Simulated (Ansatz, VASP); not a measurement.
## LiF in VASP and in Ansatz

```xyz
4
Lattice="2.9298 0.0000 0.0000 -1.4649 2.5373 0.0000 0.0000 0.0000 4.5048" Properties=species:S:1:pos:R:3 pbc="T T T"
Li    0.0000    1.6915    1.7298
Li    1.4649    0.8458    3.9822
F     0.0000    1.6915    4.4644
F     1.4649    0.8458    2.2120
```

Alike in both runs: task single point; functional LDA; k mesh 9 × 9 × 6; occupations gaussian, width 0.05 eV; no spin polarisation.

|  | VASP | Ansatz |
| --- | --- | --- |
| version | VASP 6.6.1 | Ansatz 0.2.0 |
| potentials or method | VASP PAW LDA potentials, release 64 (Li_sv, F), cutoff 520 eV | scalar-relativistic, plane waves, PAW |
| valence electrons in the cell | 20 | 20 |

```csv
,VASP,Ansatz,Ansatz less VASP
gap on the k mesh at the Fermi level (eV),8.41,8.43,+0.016
least direct gap on the mesh (eV),8.41,8.43,+0.016
rms of the force components (eV/Å),0.019,0.017,-0.0013
```

LDA's correlation is that of Perdew and Zunger in VASP and of Perdew and Wang (1992) in Ansatz. Atom by atom the forces differ by 0.001 eV/Å (rms over components).

Noted on VASP's run: the cutoff is short for stress, so the pressure is rough.
